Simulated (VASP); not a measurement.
Write the native input for VASP 6.6.1 that does the following.

```
Task                   : single point
Functional             : PBE
Dispersion             : D3(BJ)
Potentials or basis    : VASP PAW PBE potentials, release 64 (O, H, S)
Cutoff                 : 520 eV
k mesh                 : 1 × 1 × 1
Occupations            : fermi-dirac, width 0.05 eV
Spin                   : no spin polarisation
Dipole correction      : no
Further INCAR settings : ALGO = Normal; EDIFF = 1e-06; NBANDS = 33
```

The structure of H10SO4 lies in POSCAR:

```
H10SO4
1.0
    5.2414830000      0.0000000000      0.0000000000
    0.0000000000      5.2414830000      0.0000000000
    0.0000000000      0.0000000000      5.2414830000
O H S
4 10 1
Direct
    0.1230758547      0.1954790276      0.1812845716
    0.9791312878      0.7076813948      0.4874956191
    0.7696295113      0.0490510033      0.8205502145
    0.4906626617      0.8120984080      0.1686927154
    0.2401801170      0.3072603689      0.0790043581
    0.2213495684      0.0401222326      0.1961276990
    0.8321309065      0.7623987333      0.3757905921
    0.9038663294      0.5603375991      0.5724906482
    0.8571047545     -0.0748070727      0.6983328955
    0.8979710513      0.1080037844      0.9399248266
    0.6001545746      0.8564370046      0.0231613839
    0.4472207579      0.6296309651      0.1526476381
    0.3514081797      0.6836996323      0.6853594679
    0.3785569847      0.3322914526      0.5646875131
    0.4623882210      0.4737972059      0.7563508267
```

One way to write it, as run:

INCAR

```
ALGO = Normal ; EDIFF = 1E-6
ENCUT = 520 ; GGA = PE
GGA_COMPAT = F ; ISIF = 2
ISMEAR = -1 ; IVDW = 12
LASPH = T ; LCHARG = F
LREAL = F ; LWAVE = F
NBANDS = 33 ; NELM = 120
PREC = Accurate ; SIGMA = 0.05
```

KPOINTS

```
k-points
0
Gamma
  1 1 1
```

Potentials or basis: VASP PAW PBE potentials, release 64 (O, H, S).

Run with:

```sh
$ cat potpaw_PBE.64/O/POTCAR potpaw_PBE.64/H/POTCAR potpaw_PBE.64/S/POTCAR > POTCAR
$ mpirun -np 1 vasp_gam > vasp.out
```

Results of the run:

* Pressure: 2.5 GPa
* Largest force: 1.771 eV/Å
* Band gap on the k mesh: 4.46 eV
* Dispersion energy per atom: -0.049 eV

Caveat: the k points lie up to 1.20 Å⁻¹ apart.

It took 8.3 s on 1 thread of Intel(R) Xeon(R) 6975P-C (Granite Rapids) (shared host), peak memory 0.24 GiB.
